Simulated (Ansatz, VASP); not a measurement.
Two plane-wave programs on Ti

```
Ti
1.0
     2.88532    0.00000    0.00000
     0.00000    2.88532    0.00000
     0.00000    0.00000    4.17045
Ti
2
Direct
  0.50000 0.00000 0.50000
  0.00000 0.50000 0.00000
```

Alike in both runs: functional r2SCAN; k mesh 12 × 12 × 8; occupations gaussian, width 0.1 eV; no spin polarisation.

Ansatz relaxed the structure, and its values are those at the end. VASP's run is a single point on that final structure, the one shown.

```csv
,VASP,Ansatz
version,VASP 6.6.1,Ansatz 0.2.0
potentials or method,"VASP PAW PBE potentials, release 64 (Ti_sv), cutoff 520 eV","scalar-relativistic, plane waves, PAW"
valence electrons in the cell,24,24
```

Ansatz gave:

| Quantity | Value |
| --- | --- |
| gap on the k mesh at the Fermi level (eV) | none |
| pressure (GPa) | 0.0 |

Estimate VASP's values.

gap on the k mesh at the Fermi level (eV): none; pressure (GPa): 0.4.

VASP's potentials were made for PBE, not for r2SCAN. A gap of «none» marks a metal or a gap that the smearing closes.
